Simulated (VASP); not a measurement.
# MoS2: single point with PBEsol

The system is MoS2.

```xyz
3
Lattice="3.3062 0.0000 0.0000 -1.6531 2.8633 0.0000 0.0000 0.0000 6.4665" Properties=species:S:1:pos:R:3 pbc="T T T"
Mo    0.0000    0.0000    3.2332
S     0.0000    1.9088    1.6510
S     1.6531    0.9544    4.8155
```

| Item | Value |
| --- | --- |
| Program | VASP 6.6.1 |
| Task | single point |
| Functional | PBEsol |
| Potentials or basis | VASP PAW PBE potentials, release 64 (Mo_sv, S) |
| Cutoff | 520 eV |
| k mesh | 10 × 10 × 5 |
| Occupations | methfessel-paxton, width 0.15 eV |
| Spin | no spin polarisation |
| Dipole correction | no |
| Further INCAR settings | ALGO = Normal; EDIFF = 1e-06; NBANDS = 20 |

```json
{
  "Pressure": "-11.1 GPa",
  "Largest force": "1.019 eV/Å",
  "Band gap on the k mesh": "zero (band 13 reaches 6.32 eV, above the bottom of band 14 at 5.55 eV)"
}
```

Forces in eV/Å, atoms in the order of the input:
```
Mo   0.000  0.000  0.000
S    0.000  0.000  1.019
S    0.000  0.000 -1.019
```

Stress tensor (GPa, compression positive):
```
-11.98   0.00   0.00
  0.00 -11.98   0.00
  0.00   0.00  -9.40
```

Levels at points of the mesh, in eV from the Fermi level:
| k point | band 10 | band 11 | band 12 | band 13 | band 14 | band 15 | band 16 | band 17 |
| --- | --- | --- | --- | --- | --- | --- | --- | --- |
| (0.00, 0.00, 0.00) | -1.80 | -0.98 | -0.90 | -0.90 | -0.40 | -0.40 | 2.86 | 2.86 |
| (0.50, 0.00, 0.00) | -3.85 | -3.08 | -1.75 | -1.66 | 0.75 | 1.47 | 3.25 | 3.49 |

It took 31 s on 1 thread of Intel(R) Xeon(R) 6975P-C (Granite Rapids), with other jobs on the host, peak memory 0.21 GiB.

Caveat: the PAW data sets were made with another functional, which shifts forces and pressure a little; this functional lacks dispersion, which binds the layers, so the pressure and a relaxed spacing across them are unreliable.
